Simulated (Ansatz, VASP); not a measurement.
**BN in VASP and in Ansatz**

Contents of INCAR:

```
SYSTEM = BN
  PREC = Accurate
  ENCUT = 520
  EDIFF = 1E-6
  ISMEAR = 0
  SIGMA = 0.02
  LREAL = .False.
  LASPH = .True.
  NELM = 80
  ALGO = Normal
  ISIF = 2
  LWAVE = .False.
  LCHARG = .False.
  GGA = PE
  NBANDS = 11
```

The input KPOINTS:

```
Automatic mesh
0
Gamma
  12 12 12
  0 0 0
```

POSCAR

```
BN
1.0
    0.0000000000      1.9301208646      1.9301208646
    1.8576008246      0.0725200400      1.8576008246
    1.9301208646      1.9301208646      0.0000000000
B N
1 1
Direct
    0.0159225028     -0.0477675083      0.0159225028
    0.7340774972      0.7977675083      0.7340774972
```

Input for Ansatz:

```yaml
crystal:
  lattice:
    - [0.0, 1.9301208646, 1.9301208646]
    - [1.8576008246, 0.07252004, 1.8576008246]
    - [1.9301208646, 1.9301208646, 0.0]
  atoms:
    - { symbol: B, position: [0.0159225028, -0.0477675083, 0.0159225028] }
    - { symbol: "N", position: [0.7340774972, 0.7977675083, 0.7340774972] }
basis:
  ecutwfc: 420
kpoints:
  mp_grid: { grid: [12, 12, 12] }
hamiltonian:
  xc: pbe
scf:
  occupations: { method: gaussian, width: 0.02 }
output:
  forces: true
  stress: true
  eigenvalues: true
```

Alike in both runs: task single point; functional PBE; k mesh 12 × 12 × 12; occupations gaussian, width 0.02 eV; no spin polarisation.

|  | VASP | Ansatz |
| --- | --- | --- |
| version | VASP 6.6.1 | Ansatz 0.2.0 |
| potentials or method | VASP PAW PBE potentials, release 64 (B, N), cutoff 520 eV | scalar-relativistic, plane waves, PAW |
| valence electrons in the cell | 8 | 8 |

|  | VASP | Ansatz | Ansatz less VASP |
| --- | --- | --- | --- |
| gap on the k mesh at the Fermi level (eV) | 2.32 | 2.33 | +0.008 |
| least direct gap on the mesh (eV) | 5.88 | 5.87 | -0.011 |
| pressure (GPa) | -36.1 | -36.1 | +0.07 |
| traceless stress, the component that is largest in VASP (GPa) | -17.87 | -17.93 | -0.060 |
| rms of the force components (eV/Å) | 1.598 | 1.594 | -0.0040 |

Atom by atom the forces differ by 0.004 eV/Å (rms over components). Both programs put the cell under strong tension, so it lies far from rest at this level.

Noted on VASP's run: the cell as given lies far from equilibrium.
